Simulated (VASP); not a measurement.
# Mg2Sn (Fm-3m) in VASP: vibrations by perturbation theory with PBEsol

Aim: the vibrations by perturbation theory of Mg2Sn with PBEsol.

Everything below comes from runs of VASP 6.6.1. Logs are shortened: lines on timing, memory, paths and dates and some standing lists are left out, and cuts for length are marked.

### Step 1. The cell of the first run

Symmetry: Fm-3m, No. 225, cubic system. Conventional cell: a = 6.746 Å, b = 6.746 Å, c = 6.746 Å, α = 90.00°, β = 90.00°, γ = 90.00°. Within 3.8 Å of Mg (site symmetry -43m) lie 4 Sn at 2.92 Å and 6 Mg at 3.37 Å. Within 3.8 Å of Sn (site symmetry m-3m) lie 8 Mg at 2.92 Å.

### Step 2. Vibrations by perturbation theory, PBEsol

INCAR

```
PREC = Accurate
ENCUT = 600
EDIFF = 1E-8
ISMEAR = 0
SIGMA = 0.15
LREAL = False
LASPH = True
NELM = 120
ALGO = Normal
ISIF = 2
LWAVE = False
LCHARG = True
GGA = PS
NBANDS = 16
IBRION = 8
NSW = 1
GGA_COMPAT = False
```

KPOINTS

```
Automatic mesh
0
Gamma
  10 10 10
```

POSCAR

```
Mg2Sn
1.0
    0.0000000000      3.3728506687      3.3728506687
    3.3728506687      0.0000000000      3.3728506687
    3.3728506687      3.3728506687      0.0000000000
Mg Sn
2 1
Direct
    0.2500000000      0.2500000000      0.2500000000
    0.7500000000      0.7500000000      0.7500000000
    0.0000000000      0.0000000000      0.0000000000
```

Potentials or basis: VASP PAW PBE potentials, release 64 (Mg, Sn_d).

The run is started by

```bash
> cat potpaw_PBE.64/Mg/POTCAR potpaw_PBE.64/Sn_d/POTCAR > POTCAR
> mpirun -np 1 vasp_std > vasp.out
```

OUTCAR:

```text
PREC = Accurate
   ENCUT = 600
   EDIFF = 1E-8
   ISMEAR = 0
   LREAL = False
   LASPH = True
   NELM = 120
   ISIF = 2
   GGA = PS
   IBRION = 8
   NSW = 1

 ion  position               nearest neighbor table
   1  0.250  0.250  0.250-   3 2.92   3 2.92   3 2.92   3 2.92   2 3.37   2 3.37   2 3.37   2 3.37
                             2 3.37   2 3.37
   2  0.750  0.750  0.750-   3 2.92   3 2.92   3 2.92   3 2.92   1 3.37   1 3.37   1 3.37   1 3.37
                             1 3.37   1 3.37
   3  0.000  0.000  0.000-   2 2.92   2 2.92   2 2.92   1 2.92   2 2.92   1 2.92   1 2.92   1 2.92

  LATTYP: Found a face centered cubic cell.
 ALAT       =     6.7457013374

  Lattice vectors:

 A1 = (   0.0000000000,   3.3728506687,   3.3728506687)
 A2 = (   3.3728506687,   0.0000000000,   3.3728506687)
 A3 = (   3.3728506687,   3.3728506687,   0.0000000000)

Analysis of symmetry for initial positions (statically):
=====================================================================
 Subroutine PRICEL returns:
 Original cell was already a primitive cell.

 Routine SETGRP: Setting up the symmetry group for a
 face centered cubic supercell.

 Subroutine GETGRP returns: Found 48 space group operations
 (whereof 48 operations were pure point group operations)
 out of a pool of 48 trial point group operations.

The static configuration has the point symmetry O_h .

Analysis of symmetry for dynamics (positions and initial velocities):
=====================================================================
 Subroutine PRICEL returns:
 Original cell was already a primitive cell.

 Routine SETGRP: Setting up the symmetry group for a
 face centered cubic supercell.

 Subroutine GETGRP returns: Found 48 space group operations
 (whereof 48 operations were pure point group operations)
 out of a pool of 48 trial point group operations.

The dynamic configuration has the point symmetry O_h .

 Subroutine INISYM returns: Found 48 space group operations
 (whereof 48 operations are pure point group operations),
 and found     1 'primitive' translations

----------------------------------------------------------------------------------------

                                     Primitive cell

  volume of cell :      76.7399

  direct lattice vectors                    reciprocal lattice vectors
     0.000000000  3.372850669  3.372850669    -0.148242555  0.148242555  0.148242555
     3.372850669  0.000000000  3.372850669     0.148242555 -0.148242555  0.148242555
     3.372850669  3.372850669  0.000000000     0.148242555  0.148242555 -0.148242555

  length of vectors
     4.769931160  4.769931160  4.769931160     0.256763637  0.256763637  0.256763637

  position of ions in fractional coordinates (direct lattice)
     0.250000000  0.250000000  0.250000000
     0.750000000  0.750000000  0.750000000
     0.000000000  0.000000000  0.000000000

  ion indices of the primitive-cell ions
   primitive index   ion index
                 1           1
                 2           2
                 3           3

----------------------------------------------------------------------------------------

 KPOINTS: Automatic mesh

Automatic generation of k-mesh.
 Grid dimensions read from file:
 generate k-points for:   10   10   10

 Generating k-lattice:

  Cartesian coordinates                     Fractional coordinates (reciprocal lattice)
[... 91 lines left out ...]
 non-spin polarized calculation
 Gauss-broadening in eV      SIGMA  =   0.15
  energy-cutoff  :      600.00
  volume of cell :       76.74
 maximum number of plane-waves:      2637
 NGX is ok and might be reduce to    40
   NGX = 19   NGY = 19   NGZ = 19

--------------------------------------- Ionic step        1  -------------------------------------------

 number of electron      18.0000001 magnetization

 Free energy of the ion-electron system (eV)
  ---------------------------------------------------
  ext. energy  EPLUGINS =         0.00000000
  ---------------------------------------------------
  free energy    TOTEN  =        -8.33516765 eV

  energy without entropy =       -8.33122316  energy(sigma->0) =       -8.33319540

 E-fermi :   4.2008     XC(G=0):  -8.8860

 val. band max:        4.1434266241   @ k =  -0.1000   0.1000   0.0000
 cond. band min:       4.2270812561   @ k =   0.0000   0.0000   0.0000
 fundamental gap:      0.0836546321
 Fermi energy:         4.2008129947

 k-point     1 :       0.0000    0.0000    0.0000
  band No.  band energies     occupation
      1     -16.6608      2.00000
      2     -16.6608      2.00000
      3     -16.6608      2.00000
      4     -16.6208      2.00000
      5     -16.6208      2.00000
      6      -4.9232      2.00000
[... 433 lines left out ...]
      3     -16.6553      2.00000
      4     -16.6224      2.00000
      5     -16.6183      2.00000
      6      -3.6893      2.00000
[... 8 lines left out ...]
     15      11.4966      0.00000
     16      12.0748      0.00000

 [... further k-points ...]

------------------------ aborting loop because EDIFF is reached ----------------------------------------

  FORCE on cell =-STRESS in cart. coord.  units (eV):
  Direction    XX          YY          ZZ          XY          YZ          ZX
  --------------------------------------------------------------------------------------
  -------------------------------------------------------------------------------------
  Total       -0.0389521     -0.0389521     -0.0389521     -0.0000000      0.0000000     -0.0000000
  in kB       -0.8132434     -0.8132434     -0.8132434     -0.0000000      0.0000000     -0.0000000
  external PRESSURE =      -0.8132434 kB  Pullay stress =       0.0000000 kB

 VOLUME and BASIS-vectors are now :
 -----------------------------------------------------------------------------
  energy-cutoff  :      600.00
  volume of cell :       76.74
      direct lattice vectors                 reciprocal lattice vectors
     0.000000000  3.372850669  3.372850669    -0.148242555  0.148242555  0.148242555
     3.372850669  0.000000000  3.372850669     0.148242555 -0.148242555  0.148242555
     3.372850669  3.372850669  0.000000000     0.148242555  0.148242555 -0.148242555

 POSITION                                       TOTAL-FORCE (eV/Angst)
 -----------------------------------------------------------------------------------
      1.68643      1.68643      1.68643         0.000000      0.000000      0.000000
      5.05928      5.05928      5.05928        -0.000000     -0.000000     -0.000000
      0.00000      0.00000      0.00000         0.000000      0.000000      0.000000
 -----------------------------------------------------------------------------------
    total drift:                               -0.000000      0.000000     -0.000000

  FREE ENERGIE OF THE ION-ELECTRON SYSTEM (eV)
  ---------------------------------------------------
  free  energy   TOTEN  =        -8.3351676459 eV

  energy  without entropy=       -8.3312231565  energy(sigma->0) =       -8.33319540

[... ionic steps 2 to 9 ...]

--------------------------------------- Ionic step       10  -------------------------------------------

 Free energy of the ion-electron system (eV)
  ---------------------------------------------------
  ---------------------------------------------------
  free energy    TOTEN  =        -0.22414828 eV

  energy without entropy =       -0.22414828

------------------------ aborting loop because EDIFF is reached ----------------------------------------

 INTERNAL STRAIN TENSOR  FOR ION    3  DIRECTION 1   (eV/Angst):
 -----------------------------------------------------------------------------
    -0.02108 -0.00000 -0.00000
    -0.00000  0.01376  0.00000
     0.00000  0.00000  0.01376

 INTERNAL STRAIN TENSOR FOR ION    3 for displacements in x,y,z  (eV/Angst):
          X           Y           Z          XY          YZ          ZX
  --------------------------------------------------------------------------------
  x     0.00000     0.00000     0.00000     0.00000     0.00000     0.00000
  y     0.00000     0.00000     0.00000     0.00000     0.00000     0.00000
  z     0.00000     0.00000     0.00000     0.00000     0.00000     0.00000

 SECOND DERIVATIVES (NOT SYMMETRIZED)
 ------------------------------------
               1X          1Y          1Z          2X          2Y          2Z          3X          3Y          3Z
  1X    -3.213072    0.000000    0.000000    0.906560    0.000000    0.000000    2.306512    0.000000    0.000000
  1Y     0.000000   -3.213072    0.000000    0.000000    0.906560    0.000000    0.000000    2.306512    0.000000
  1Z     0.000000    0.000000   -3.213072    0.000000    0.000000    0.906560    0.000000    0.000000    2.306512
  2X     0.906560    0.000000    0.000000   -3.213072    0.000000    0.000000    2.306512    0.000000    0.000000
  2Y     0.000000    0.906560    0.000000    0.000000   -3.213072    0.000000    0.000000    2.306512    0.000000
  2Z     0.000000    0.000000    0.906560    0.000000    0.000000   -3.213072    0.000000    0.000000    2.306512
  3X     2.294015    0.000000    0.000000    2.294015    0.000000    0.000000   -4.588031    0.000000    0.000000
  3Y     0.000000    2.294015    0.000000    0.000000    2.294015    0.000000    0.000000   -4.588031    0.000000
  3Z     0.000000    0.000000    2.294015    0.000000    0.000000    2.294015    0.000000    0.000000   -4.588031

 Eigenvectors and eigenvalues of the dynamical matrix
 ----------------------------------------------------

   1 f  =    6.436239 THz    40.440079 2PiTHz  214.689807 cm-1    26.618132 meV
             X         Y         Z           dx          dy          dz
      1.686425  1.686425  1.686425     0.005389    0.707086   -0.000000
      5.059276  5.059276  5.059276    -0.005389   -0.707086    0.000000
      0.000000  0.000000  0.000000    -0.000000   -0.000000    0.000000
[... 43 lines left out ...]
   9 f/i=    0.007038 THz     0.044219 2PiTHz    0.234750 cm-1     0.029105 meV
             X         Y         Z           dx          dy          dz
      1.686425  1.686425  1.686425     0.363590    0.110172   -0.019130
      5.059276  5.059276  5.059276     0.363590    0.110172   -0.019130
      0.000000  0.000000  0.000000     0.805725    0.244144   -0.042393

--------------------------------------------------------------------------------------------------------

 ELASTIC MODULI CONTR FROM IONIC RELAXATION (kBar)
 Direction    XX          YY          ZZ          XY          YZ          ZX
 --------------------------------------------------------------------------------
 XX           0.0000      0.0000      0.0000      0.0000      0.0000      0.0000
 YY           0.0000      0.0000      0.0000      0.0000      0.0000      0.0000
 ZZ           0.0000      0.0000      0.0000      0.0000      0.0000      0.0000
 XY           0.0000      0.0000      0.0000    -57.1613     -0.0000     -0.0000
 YZ           0.0000      0.0000      0.0000     -0.0000    -57.1613      0.0000
 ZX           0.0000      0.0000      0.0000      0.0000      0.0000    -57.1613
 --------------------------------------------------------------------------------
```

Wall time 7.5 min (1 thread of Intel Xeon Platinum 8488C (Sapphire Rapids), shared host); peak memory 0.73 GiB.

Results:

```
Highest phonon frequency at Γ : 215 cm⁻¹
```

Phonon frequencies in cm⁻¹ (negative: imaginary):
```
              q point                    frequencies
(0.000, 0.000, 0.000)  0 0 0 191 191 191 215 215 215
```

Caveat: the PAW data sets were made with another functional, which shifts forces and pressure a little; spin-orbit coupling is left out, which moves the levels of the heavy elements.
